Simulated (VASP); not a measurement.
# Zn2Cd3S5 (I-4m2) in VASP: single point with PBE

Aim: the single point of Zn2Cd3S5 with PBE.

All numbers are computed with VASP 6.6.1; they aren't measurements. Logs are shortened: lines on timing, memory, paths and dates and some standing lists are left out, and cuts for length are marked.

## Step 1: The cell of the first run

The structure is tetragonal, space group I-4m2 (No. 119). The conventional cell has a = 4.035 Å, b = 4.035 Å, c = 28.918 Å, α = 90.00°, β = 90.00°, γ = 90.00°. Zn (site symmetry 2mm) has 4 S at 2.39 Å within 3.2 Å. Cd (site symmetry 2mm) has 4 S at 2.55 Å within 3.4 Å. Cd (site symmetry -4m2) has 4 S at 2.55 Å within 3.4 Å. Within 3.2 Å of S (site symmetry 2mm) lie 2 Zn at 2.39 Å and 2 Cd at 2.55 Å. Within 3.2 Å of S (site symmetry 2mm) lie 2 Zn at 2.39 Å and 2 Cd at 2.55 Å. Within 3.4 Å of S (site symmetry -4m2) lie 4 Cd at 2.55 Å.

## Step 2: Single point, PBE

INCAR reads:

```
ALGO = Normal
EDIFF = 1E-6
ENCUT = 520
GGA = PE
ISIF = 2
ISMEAR = 0
LASPH = T
LCHARG = T
LELF = T
LREAL = F
LVHAR = T
LWAVE = F
NBANDS = 56
NELM = 80
PREC = Accurate
SIGMA = 0.1
```

KPOINTS reads:

```
k-points
0
Gamma
  4 4 4
```

POSCAR reads:

```
Zn2Cd3S5
1.0
    0.0000000000     -4.0348622000      0.0000000000
    4.0348622000      0.0000000000      0.0000000000
   -2.0174311000      2.0174311000     14.4589529000
Zn Cd S
2 3 5
Direct
    0.6518990000      0.1518990000      0.3037980000
    0.8481010000      0.3481010000      0.6962020000
    0.4462100000      0.9462100000      0.8924200000
    0.0537900000      0.5537900000      0.1075800000
    0.2500000000      0.7500000000      0.5000000000
    0.8040060000      0.8040060000      0.6080120000
    0.3921890000      0.3921890000      0.7843780000
    0.0000000000      0.0000000000      0.0000000000
    0.6078110000      0.6078110000      0.2156220000
    0.1959940000      0.1959940000      0.3919880000
```

Potentials or basis: VASP PAW PBE potentials, release 64 (Zn, Cd, S).

The run is started by

```console
> cat potpaw_PBE.64/Zn/POTCAR potpaw_PBE.64/Cd/POTCAR potpaw_PBE.64/S/POTCAR > POTCAR
> mpirun -np 1 vasp_std > vasp.out
```

OUTCAR:

```text
EDIFF = 1E-6
   ENCUT = 520
   GGA = PE
   ISIF = 2
   ISMEAR = 0
   LASPH = T
   LREAL = F
   NELM = 80
   PREC = Accurate

 ion  position               nearest neighbor table
   1  0.652  0.152  0.304-   9 2.39   9 2.39  10 2.39  10 2.39
   2  0.848  0.348  0.696-   7 2.39   7 2.39   6 2.39   6 2.39
   3  0.446  0.946  0.892-   8 2.55   8 2.55   7 2.55   7 2.55
   4  0.054  0.554  0.108-   8 2.55   8 2.55   9 2.55   9 2.55
   5  0.250  0.750  0.500-   6 2.55   6 2.55  10 2.55  10 2.55
   6  0.804  0.804  0.608-   2 2.39   2 2.39   5 2.55   5 2.55
   7  0.392  0.392  0.784-   2 2.39   2 2.39   3 2.55   3 2.55
   8  0.000  0.000  0.000-   4 2.55   3 2.55   4 2.55   3 2.55
   9  0.608  0.608  0.216-   1 2.39   1 2.39   4 2.55   4 2.55
  10  0.196  0.196  0.392-   1 2.39   1 2.39   5 2.55   5 2.55

  LATTYP: Found a body centered tetragonal cell.
 ALAT       =     4.0348622000
 C/A-ratio  =     7.1670119986

  Lattice vectors:

 A1 = (  -2.0174311000,  -2.0174311000, -14.4589529000)
 A2 = (   2.0174311000,   2.0174311000, -14.4589529000)
 A3 = (   2.0174311000,  -2.0174311000,  14.4589529000)

Analysis of symmetry for initial positions (statically):
=====================================================================
 Subroutine PRICEL returns:
 Original cell was already a primitive cell.

 Routine SETGRP: Setting up the symmetry group for a
 body centered tetragonal supercell.

 Subroutine GETGRP returns: Found  8 space group operations
 (whereof  8 operations were pure point group operations)
 out of a pool of 16 trial point group operations.

The static configuration has the point symmetry D_2d.

Analysis of symmetry for dynamics (positions and initial velocities):
=====================================================================
 Subroutine PRICEL returns:
 Original cell was already a primitive cell.

 Routine SETGRP: Setting up the symmetry group for a
 body centered tetragonal supercell.

 Subroutine GETGRP returns: Found  8 space group operations
 (whereof  8 operations were pure point group operations)
 out of a pool of 16 trial point group operations.

The dynamic configuration has the point symmetry D_2d.

 Subroutine INISYM returns: Found  8 space group operations
 (whereof  8 operations are pure point group operations),
 and found     1 'primitive' translations

[... 102 lines left out ...]
   IBRION =     -1    ionic relax: 0-MD 1-quasi-New 2-CG
   NFREE  =      0    steps in history (QN), initial steepest desc. (CG)
   ISIF   =      2    stress and relaxation
   ISYM   =      2    0-nonsym 1-usesym 2-fastsym
   POTIM  = 0.5000    time-step for ionic-motion
   TEBEG  =    0.0;   TEEND  =   0.0 temperature during run
   PSTRESS=    0.0 pullay stress
   NELECT =      90.0000    total number of electrons
   NUPDOWN=      -1.0000    fix difference up-down
   EMIN   =  10.00;   EMAX   =-10.00  energy-range for DOS
   EFERMI =   0.00;   METHOD = LEGACY
   ISMEAR =     0;   SIGMA  =   0.10  broadening in eV -4-tet -1-fermi 0-gaus
   EFERMI_NEDOS =   21; number of points for ismear=-14 and -15
   IALGO  =     38    algorithm
   IMIX   =      4    mixing-type and parameters
     AMIX     =   0.40;   BMIX     =  1.00
     AMIX_MAG =   1.60;   BMIX_MAG =  1.00
  volume/ion in A,a.u.               =      23.54       158.85
  Fermi-wavevector in a.u.,A,eV,Ry     =   1.188204  2.245379 19.209088  1.411828
  Thomas-Fermi vector in A             =   2.324338
   LORBIT       =      0    0 simple, 1 ext, 2 COOP (PROOUT), +10 PAW based schemes
   GGA     = PE    functional components
   LHFCALC =     F    Hartree Fock is set to
   AEXX    =    0.0000 exact exchange contribution
   IVDW    =     0    specifies the selected vdW correction
   LEPSILON=     F    determine dielectric tensor
   LRPA    =     F    only Hartree local field effects (RPA)
 non-spin polarized calculation
 Gauss-broadening in eV      SIGMA  =   0.10
  energy-cutoff  :      520.00
  volume of cell :      235.39
 maximum number of plane-waves:      6382
   NGX = 15   NGY = 15   NGZ = 55

 number of electron      90.0000015 magnetization

 Free energy of the ion-electron system (eV)
  ---------------------------------------------------
  ext. energy  EPLUGINS =         0.00000000
  ---------------------------------------------------
  free energy    TOTEN  =       -31.92195369 eV

  energy without entropy =      -31.92195369  energy(sigma->0) =      -31.92195369

 E-fermi :   1.7704     XC(G=0):  -9.1717

 val. band max:        1.3450071529   @ k =   0.0000   0.0000   0.0000
 cond. band min:       2.6267159293   @ k =   0.0000   0.0000   0.0000
 fundamental gap:      1.2817087764
 Fermi energy:         1.7704480133

 k-point     1 :       0.0000    0.0000    0.0000
  band No.  band energies     occupation
      1     -11.1518      2.00000
      2     -11.0030      2.00000
      3     -10.7290      2.00000
      4     -10.4249      2.00000
      5     -10.3843      2.00000
      6      -6.2965      2.00000
[... 756 lines left out ...]
     55       7.4261      0.00000
     56       8.1407      0.00000

------------------------ aborting loop because EDIFF is reached ----------------------------------------

  FORCE on cell =-STRESS in cart. coord.  units (eV):
  Direction    XX          YY          ZZ          XY          YZ          ZX
  --------------------------------------------------------------------------------------
  -------------------------------------------------------------------------------------
  Total        0.4777424      0.4777424      0.3177413      0.0000000      0.0000000      0.0000000
  in kB        3.2516973      3.2516973      2.1626689      0.0000000      0.0000000      0.0000000
  external PRESSURE =       2.8886878 kB  Pullay stress =       0.0000000 kB

 VOLUME and BASIS-vectors are now :
 -----------------------------------------------------------------------------
  energy-cutoff  :      520.00
  volume of cell :      235.39
      direct lattice vectors                 reciprocal lattice vectors
     0.000000000 -4.034862200  0.000000000     0.000000000 -0.247839939  0.034580651
     4.034862200  0.000000000  0.000000000     0.247839939  0.000000000  0.034580651
    -2.017431100  2.017431100 14.458952900     0.000000000  0.000000000  0.069161301

 POSITION                                       TOTAL-FORCE (eV/Angst)
 -----------------------------------------------------------------------------------
      0.00000     -2.01743      4.39260         0.000000      0.000000      0.000582
      0.00000     -2.01743     10.06635         0.000000      0.000000     -0.000582
      2.01743      0.00000     12.90346         0.000000      0.000000     -0.002442
      2.01743      0.00000      1.55549         0.000000      0.000000      0.002442
      2.01743      0.00000      7.22948         0.000000      0.000000      0.000000
      2.01743     -2.01743      8.79122         0.000000      0.000000      0.028145
      0.00000     -0.00000     11.34128        -0.000000      0.000000     -0.028520
      0.00000      0.00000      0.00000         0.000000      0.000000      0.000000
      2.01743     -2.01743      3.11767         0.000000     -0.000000      0.028520
      0.00000      0.00000      5.66774         0.000000      0.000000     -0.028145
 -----------------------------------------------------------------------------------
    total drift:                               -0.000000     -0.000000      0.000000

  FREE ENERGIE OF THE ION-ELECTRON SYSTEM (eV)
  ---------------------------------------------------
  free  energy   TOTEN  =       -31.9219536852 eV

  energy  without entropy=      -31.9219536851  energy(sigma->0) =      -31.92195369
```

OSZICAR:

```text
N       E                     dE             d eps       ncg     rms          rms(c)
DAV:   1     0.771234501297E+03    0.77123E+03   -0.41344E+04  1456   0.164E+03
DAV:   2     0.580929746028E+02   -0.71314E+03   -0.68433E+03  1472   0.419E+02
DAV:   3    -0.307129976904E+02   -0.88806E+02   -0.87318E+02  1664   0.140E+02
DAV:   4    -0.344369603730E+02   -0.37240E+01   -0.37074E+01  1712   0.282E+01
DAV:   5    -0.344937098538E+02   -0.56749E-01   -0.56724E-01  1704   0.366E+00    0.159E+01
DAV:   6    -0.318945926718E+02    0.25991E+01   -0.49853E+00  2008   0.303E+01    0.123E+01
DAV:   7    -0.320213524749E+02   -0.12676E+00   -0.49568E+00  1720   0.931E+00    0.505E+00
DAV:   8    -0.319211763462E+02    0.10018E+00   -0.78156E-01  1768   0.605E+00    0.121E+00
DAV:   9    -0.319205444561E+02    0.63189E-03   -0.64811E-02  1648   0.198E+00    0.317E-01
DAV:  10    -0.319212692528E+02   -0.72480E-03   -0.52777E-03  1624   0.396E-01    0.195E-01
DAV:  11    -0.319219132261E+02   -0.64397E-03   -0.11305E-03  1696   0.219E-01    0.586E-02
DAV:  12    -0.319219403522E+02   -0.27126E-04   -0.22368E-04  1648   0.852E-02    0.239E-02
DAV:  13    -0.319219497823E+02   -0.94302E-05   -0.31548E-05  1688   0.269E-02    0.162E-02
DAV:  14    -0.319219531353E+02   -0.33530E-05   -0.63940E-06  1608   0.134E-02    0.105E-02
DAV:  15    -0.319219536852E+02   -0.54983E-06   -0.13299E-06  1152   0.523E-03
   1 F= -.31921954E+02 E0= -.31921954E+02  d E =-.246405E-10
```

Wall time 6.1 min (1 thread of Oxide Virtual Turin-like, shared host); peak memory 0.34 GiB.

What came out:

```yaml
Free_energy: -31.9220 eV
Pressure: 0.3 GPa
Largest_force: 0.029 eV/Å
Band_gap_on_the_k_mesh: 1.28 eV
```

Forces on the atoms (eV/Å):
```
Zn   0.000  0.000  0.001
Zn   0.000  0.000 -0.001
Cd   0.000  0.000 -0.002
Cd   0.000  0.000  0.002
Cd   0.000  0.000  0.000
S    0.000  0.000  0.028
S    0.000  0.000 -0.029
S    0.000  0.000  0.000
S    0.000  0.000  0.029
S    0.000  0.000 -0.028
```

A k mesh can miss the band edges.
